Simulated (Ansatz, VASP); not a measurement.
**PtSe2: VASP beside Ansatz**

```xyz
3
Lattice="3.7683 0.0000 0.0000 -1.8841 3.2634 0.0000 0.0000 0.0000 5.7328" Properties=species:S:1:pos:R:3 pbc="T T T"
Pt    0.0000    0.0000    0.0000
Se    0.0000    2.1756    1.2962
Se    1.8841    1.0878    4.4366
```

Alike in both runs: functional PBE; k mesh 6 × 6 × 4; occupations gaussian, width 0.1 eV; no spin polarisation.

Ansatz relaxed the structure, and its values are those at the end. VASP's run is a single point on that final structure, the one shown.

```csv
,VASP,Ansatz
version,VASP 6.6.1,Ansatz 0.2.0
potentials or method,"VASP PAW PBE potentials, release 64 (Pt, Se), cutoff 520 eV","scalar-relativistic, plane waves, PAW"
valence electrons in the cell,22,50
```

VASP gave:

| Property | Result |
| --- | --- |
| gap on the k mesh at the Fermi level (eV) | 0.57 |
| least direct gap on the mesh (eV) | 1.12 |
| pressure (GPa) | 0.1 |

Q: Estimate Ansatz's values.

A: gap on the k mesh at the Fermi level (eV): 0.58; least direct gap on the mesh (eV): 1.13; pressure (GPa): 0.1.

VASP's potentials hold 22 valence electrons a cell and Ansatz's 50, so a difference there can come from the potentials and not from the codes.

Spin-orbit coupling is off throughout.
